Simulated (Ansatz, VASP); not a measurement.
**Two plane-wave programs on Cu**

POSCAR

```
Cu
1.0
    3.9539277840      0.0000000000      0.0000000000
   -1.9769638920      3.4242019057      0.0000000000
    0.0000000000      0.0000000000      2.3732607466
Cu
3
Direct
    1.0000000000      1.0000000000      0.0000000000
    0.3333333333      0.6666666667      0.5000000000
    0.6666666667      0.3333333333      0.5000000000
```

Contents of INCAR.step1:

```
SYSTEM = Cu
PREC     = Accurate       ! precision mode
ENCUT    = 520            ! plane-wave cutoff, eV
ISMEAR   = -1             ! smearing method
SIGMA    = 0.1            ! smearing width, eV
LREAL    = .False.        ! projectors in reciprocal space
LASPH    = .True.         ! aspherical terms in the spheres
NELM     = 100            ! most SCF steps
NBANDS   = 24             ! bands
GGA      = PE             ! functional
ALGO     = Normal         ! electronic algorithm
EDIFF    = 1E-4           ! SCF threshold, eV
LWAVE    = .True.         ! write WAVECAR
LCHARG   = .False.        ! write CHGCAR
```

File INCAR.step2:

```
SYSTEM = Cu
PREC     = Accurate       ! precision mode
ENCUT    = 520            ! plane-wave cutoff, eV
EDIFF    = 1E-6           ! SCF threshold, eV
ISMEAR   = -1             ! smearing method
SIGMA    = 0.1            ! smearing width, eV
LREAL    = .False.        ! projectors in reciprocal space
LASPH    = .True.         ! aspherical terms in the spheres
NELM     = 100            ! most SCF steps
ALGO     = Normal         ! electronic algorithm
ISIF     = 2              ! what is computed and relaxed
LWAVE    = .False.        ! write WAVECAR
LCHARG   = .True.         ! write CHGCAR
METAGGA  = R2SCAN         ! meta-GGA
LMIXTAU  = .True.       
LELF     = .True.         ! ELF
LVHAR    = .True.       
NBANDS   = 24             ! bands
ISTART   = 1
```

KPOINTS

```
regular mesh
0
Gamma
  10 10 14
  0 0 0
```

Input for Ansatz:

```yaml
crystal:
  lattice:
    - [3.953927784, 0.0, 0.0]
    - [-1.976963892, 3.4242019057, 0.0]
    - [0.0, 0.0, 2.3732607466]
  atoms:
    - { symbol: Cu, position: [1.0, 1.0, 0.0] }
    - { symbol: Cu, position: [0.3333333333, 0.6666666667, 0.5] }
    - { symbol: Cu, position: [0.6666666667, 0.3333333333, 0.5] }
hamiltonian:
  xc: r2scan
  pseudopotentials:
    kind: paw
    azcp:
      Cu: "pseudopotentials/Cu.paw.azcp"
basis:
  ecutwfc: 500
  fft_grid_basis: typed
kpoints:
  mp_grid: { grid: [10, 10, 14], shift: [0, 0, 0] }
magnetization:
  spin_polarized: false
scf:
  occupations: { method: fermi_dirac, width: 0.1 }
  lower_state_search: "off"
output:
  stress: true
  write_density: true
  write_potential: true
  elf: true
  volumetric_format: npy
```

Alike in both runs: task single point; functional r2SCAN; k mesh 10 × 10 × 14; occupations fermi-dirac, width 0.1 eV; no spin polarisation.

```csv
,VASP,Ansatz
version,VASP 6.6.1,Ansatz 0.2.0
potentials or method,"VASP PAW PBE potentials, release 64 (Cu), cutoff 520 eV","plane waves (500 eV) with PAW, scalar-relativistic"
valence electrons in the cell,33,57
```

Ansatz gave:

* pressure (GPa): 16.0
* traceless stress, the component that is largest in VASP (GPa): -0.48

Problem. Which values does VASP return?

Solution. Pressure (GPa): 16.8; traceless stress, the component that is largest in VASP (GPa): -0.57.

VASP's potentials were made for PBE, not for r2SCAN. VASP's potentials hold 33 valence electrons a cell and Ansatz's 57, so a difference there can come from the potentials and not from the codes.
